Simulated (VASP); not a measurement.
# Mg2ZnO3 in VASP: single point with PBEsol

Aim: the single point of Mg2ZnO3 with PBEsol.

Everything below comes from runs of VASP 6.6.1. Logs are shortened: lines on timing, memory, paths and dates and some standing lists are left out, and cuts for length are marked.

### Step 1. The cell of the first run

The typed cell holds 6 atoms: a = 2.997 Å, b = 2.997 Å, c = 7.306 Å, α = 90.00°, β = 90.00°, γ = 120.00°.

### Step 2. Single point, PBEsol

INCAR

```
SYSTEM = Mg2ZnO3
  PREC = Accurate
  ENCUT = 520
  EDIFF = 1E-7
  ISMEAR = -1
  SIGMA = 0.05
  LREAL = .False.
  LASPH = .True.
  NELM = 60
  ALGO = Normal
  ISIF = 2
  LWAVE = .False.
  LCHARG = .True.
  GGA = PS
  LELF = .True.
  LVHAR = .True.
  NBANDS = 26
```

KPOINTS

```
Automatic mesh
0
Gamma
  6 6 2
  0 0 0
```

POSCAR

```
Mg2ZnO3
1.0
    2.9967589037     -0.0000582962      0.0000354684
   -1.4984295511      2.5953668635      0.0000379522
    0.0000868727      0.0001584360      7.3064506750
Mg Zn O
2 1 3
Direct
    0.3019555134      0.6806081951      0.6721237571
    0.6352976083      0.3472895953      0.3394917182
   -0.0313882348      0.0139517862      0.0058077621
    0.3019991228      0.6806468915      0.1770047025
    0.6352650779      0.3472508421      0.8346086653
   -0.0313715542      0.0139512626      0.5058066909
```

Potentials or basis: VASP PAW PBE potentials, release 64 (Mg, Zn, O).

On the command line:

```bash
> cat potpaw_PBE.64/Mg/POTCAR potpaw_PBE.64/Zn/POTCAR potpaw_PBE.64/O/POTCAR > POTCAR
> mpirun -np 1 vasp_std > vasp.out
```

OUTCAR:

```text
SYSTEM = Mg2ZnO3
   PREC = Accurate
   ENCUT = 520
   EDIFF = 1E-7
   ISMEAR = -1
   LREAL = .False.
   LASPH = .True.
   NELM = 60
   ISIF = 2
   GGA = PS

 ion  position               nearest neighbor table
   1  0.302  0.681  0.672-   5 2.10   5 2.10   5 2.10   6 2.11   6 2.11   6 2.11   2 2.98   2 2.98
                             2 2.98   3 2.99   3 2.99   3 2.99
   2  0.635  0.347  0.339-   4 2.10   4 2.10   4 2.10   6 2.11   6 2.11   6 2.11   1 2.98   1 2.98
                             1 2.98   3 2.99   3 2.99   3 2.99
   3  0.969  0.014  0.006-   4 2.13   5 2.13   5 2.13   4 2.14   4 2.14   5 2.14   1 2.99   2 2.99
                             2 2.99   1 2.99   1 2.99   2 2.99
   4  0.302  0.681  0.177-   2 2.10   2 2.10   2 2.10   3 2.13   3 2.14   3 2.14
   5  0.635  0.347  0.835-   1 2.10   1 2.10   1 2.10   3 2.13   3 2.13   3 2.14
   6  0.969  0.014  0.506-   2 2.11   1 2.11   2 2.11   1 2.11   1 2.11   2 2.11

  LATTYP: Found a base centered monoclinic cell.
 ALAT       =    15.5076285076
 B/A-ratio  =     0.1932441768
 C/A-ratio  =     0.4711520316
 COS(beta)  =    -0.9423185032

  Lattice vectors:

 A1 = (  -1.4984162253,  -2.5954670033,  -7.3065240956)
 A2 = (   1.4983426784,  -2.5955252995,  -7.3064886272)
 A3 = (   0.0000868727,   0.0001584360,   7.3064506750)

Analysis of symmetry for initial positions (statically):
=====================================================================
 Subroutine PRICEL returns:
 Original cell was already a primitive cell.

 Routine SETGRP: Setting up the symmetry group for a
 base centered monoclinic supercell.

 Subroutine GETGRP returns: Found  1 space group operations
 (whereof  1 operations were pure point group operations)
 out of a pool of  4 trial point group operations.

The static configuration has the point symmetry C_1 .

Analysis of symmetry for dynamics (positions and initial velocities):
=====================================================================
 Subroutine PRICEL returns:
 Original cell was already a primitive cell.

 Routine SETGRP: Setting up the symmetry group for a
 base centered monoclinic supercell.

 Subroutine GETGRP returns: Found  1 space group operations
 (whereof  1 operations were pure point group operations)
 out of a pool of  4 trial point group operations.

The dynamic configuration has the point symmetry C_1 .

 Subroutine INISYM returns: Found  1 space group operations
 (whereof  1 operations are pure point group operations),
 and found     1 'primitive' translations

----------------------------------------------------------------------------------------
[... 107 lines left out ...]
   ISIF   =      2    stress and relaxation
   ISYM   =      2    0-nonsym 1-usesym 2-fastsym
   POTIM  = 0.5000    time-step for ionic-motion
   TEBEG  =    0.0;   TEEND  =   0.0 temperature during run
   PSTRESS=    0.0 pullay stress
   NELECT =      34.0000    total number of electrons
   NUPDOWN=      -1.0000    fix difference up-down
   EMIN   =  10.00;   EMAX   =-10.00  energy-range for DOS
   EFERMI =   0.00;   METHOD = LEGACY
   ISMEAR =    -1;   SIGMA  =   0.05  broadening in eV -4-tet -1-fermi 0-gaus
   EFERMI_NEDOS =   21; number of points for ismear=-14 and -15
   IALGO  =     38    algorithm
   IMIX   =      4    mixing-type and parameters
     AMIX     =   0.40;   BMIX     =  1.00
     AMIX_MAG =   1.60;   BMIX_MAG =  1.00
  volume/ion in A,a.u.               =       9.47        63.91
  Fermi-wavevector in a.u.,A,eV,Ry     =   1.379485  2.606849 25.891612  1.902980
  Thomas-Fermi vector in A             =   2.504450
   LORBIT       =      0    0 simple, 1 ext, 2 COOP (PROOUT), +10 PAW based schemes
   GGA     = PS    functional components
   LHFCALC =     F    Hartree Fock is set to
   AEXX    =    0.0000 exact exchange contribution
   IVDW    =     0    specifies the selected vdW correction
   LEPSILON=     F    determine dielectric tensor
   LRPA    =     F    only Hartree local field effects (RPA)
 non-spin polarized calculation
  energy-cutoff  :      520.00
  volume of cell :       56.83
 maximum number of plane-waves:      1563
 NGX is ok and might be reduce to    24
   NGX = 11   NGY = 11   NGZ = 27

 number of electron      33.9999994 magnetization

 Free energy of the ion-electron system (eV)
  ---------------------------------------------------
  ext. energy  EPLUGINS =         0.00000000
  ---------------------------------------------------
  free energy    TOTEN  =       -34.52181191 eV

  energy without entropy =      -34.52181191  energy(sigma->0) =      -34.52181191

 E-fermi :   4.1612     XC(G=0): -11.7434

 val. band max:        3.0176549323   @ k =   0.0000  -0.0000   0.5000
 cond. band min:       6.0594340362   @ k =   0.0000   0.0000   0.0000
 fundamental gap:      3.0417791039
 Fermi energy:         4.1611691778

 k-point     1 :       0.0000    0.0000    0.0000
  band No.  band energies     occupation
      1     -14.7823      2.00000
      2     -13.8771      2.00000
      3     -13.6582      2.00000
      4      -2.6933      2.00000
      5      -1.7560      2.00000
      6      -1.7559      2.00000
[... 685 lines left out ...]
     25      15.5864      0.00000
     26      17.2433      0.00000

 [... further k-points ...]

------------------------ aborting loop because EDIFF is reached ----------------------------------------

  FORCE on cell =-STRESS in cart. coord.  units (eV):
  Direction    XX          YY          ZZ          XY          YZ          ZX
  --------------------------------------------------------------------------------------
  -------------------------------------------------------------------------------------
  Total        0.0198104      0.0183748      0.0143839      0.0010507     -0.0009121     -0.0004278
  in kB        0.5585377      0.5180615      0.4055426      0.0296246     -0.0257165     -0.0120620
  external PRESSURE =       0.4940473 kB  Pullay stress =       0.0000000 kB

 VOLUME and BASIS-vectors are now :
 -----------------------------------------------------------------------------
  energy-cutoff  :      520.00
  volume of cell :       56.83
      direct lattice vectors                 reciprocal lattice vectors
     2.996758904 -0.000058296  0.000035468     0.333697593  0.192659597 -0.000008145
    -1.498429551  2.595366863  0.000037952     0.000007495  0.385306311 -0.000008355
     0.000086873  0.000158436  7.306450675    -0.000001620 -0.000002937  0.136865360

 POSITION                                       TOTAL-FORCE (eV/Angst)
 -----------------------------------------------------------------------------------
     -0.11490      1.76652      4.91088        -0.000071     -0.000076     -0.002954
      1.38347      0.90136      2.48052         0.000127      0.000073      0.002703
      2.88179      0.03615      0.04247        -0.000025     -0.000215      0.000213
     -0.11487      1.76654      1.29331        -0.000211     -0.000088      0.073924
      1.38348      0.90134      6.09806         0.000084      0.000284     -0.073589
      2.88188      0.03623      3.69569         0.000096      0.000021     -0.000296
 -----------------------------------------------------------------------------------
    total drift:                                0.000066      0.000113      0.000564

  FREE ENERGIE OF THE ION-ELECTRON SYSTEM (eV)
  ---------------------------------------------------
  free  energy   TOTEN  =       -34.5218119100 eV

  energy  without entropy=      -34.5218119100  energy(sigma->0) =      -34.52181191
```

OSZICAR:

```text
N       E                     dE             d eps       ncg     rms          rms(c)
DAV:   1     0.272375308736E+03    0.27238E+03   -0.16640E+04  2080   0.155E+03
DAV:   2    -0.963216051315E+01   -0.28201E+03   -0.25781E+03  2206   0.360E+02
DAV:   3    -0.383670791656E+02   -0.28735E+02   -0.28365E+02  2574   0.120E+02
DAV:   4    -0.388618962115E+02   -0.49482E+00   -0.49382E+00  2378   0.158E+01
DAV:   5    -0.388652249155E+02   -0.33287E-02   -0.33283E-02  2448   0.143E+00    0.129E+01
DAV:   6    -0.345208110370E+02    0.43444E+01   -0.11101E+01  2998   0.590E+01    0.722E+00
DAV:   7    -0.345863518658E+02   -0.65541E-01   -0.19303E+00  2190   0.112E+01    0.452E+00
DAV:   8    -0.345481908135E+02    0.38161E-01   -0.35313E-01  2504   0.551E+00    0.110E+00
DAV:   9    -0.345218450159E+02    0.26346E-01   -0.57405E-02  3044   0.395E+00    0.313E-01
DAV:  10    -0.345218310116E+02    0.14004E-04   -0.21395E-02  2326   0.989E-01    0.841E-02
DAV:  11    -0.345218000657E+02    0.30946E-04   -0.45727E-04  2814   0.305E-01    0.298E-02
DAV:  12    -0.345218155789E+02   -0.15513E-04   -0.95406E-05  2854   0.232E-01    0.159E-02
DAV:  13    -0.345218119339E+02    0.36450E-05   -0.20142E-05  2916   0.895E-02    0.516E-03
DAV:  14    -0.345218119146E+02    0.19341E-07   -0.31213E-06  2416   0.144E-02    0.910E-04
DAV:  15    -0.345218119100E+02    0.45557E-08   -0.30825E-07  2312   0.483E-03
   1 F= -.34521812E+02 E0= -.34521812E+02  d E =-.132361E-10
```

stdout:

```text
POSCAR found type information on POSCAR MgZnO
 POSCAR found :  3 types and       6 ions
 scaLAPACK will be used
 -----------------------------------------------------------------------------
|                                                                             |
|                                                                             |
|     You enforced a specific xc type in the INCAR file but a different       |
|     I HOPE YOU KNOW WHAT YOU ARE DOING!                                     |
|                                                                             |
 -----------------------------------------------------------------------------

 LDA part: xc-table for (Slater+PW92), standard interpolation
 POSCAR, INCAR and KPOINTS ok, starting setup
 FFT: planning ... GRIDC
 FFT: planning ... GRID_SOFT
 FFT: planning ... GRID
 WAVECAR not read
 entering main loop
```

Run time: 57 s. Hardware: 1 thread of Intel Xeon Platinum 8259CL at 2.50GHz (Skylake/Cascade Lake), shared host; peak memory 0.21 GiB.

Results:

- Free energy: -34.5218 eV
- Pressure: 0.0 GPa
- Largest force: 0.074 eV/Å
- Band gap on the k mesh: 3.04 eV, indirect (least direct gap 3.13 eV)

Forces on the atoms (eV/Å):
```
Mg   0.000  0.000 -0.003
Mg   0.000  0.000  0.003
Zn   0.000  0.000  0.000
O    0.000  0.000  0.074
O    0.000  0.000 -0.074
O    0.000  0.000  0.000
```

Caveat: the k points lie up to 0.43 Å⁻¹ apart; the PAW data sets were made with another functional, which shifts forces and pressure a little. A k mesh can miss the band edges.
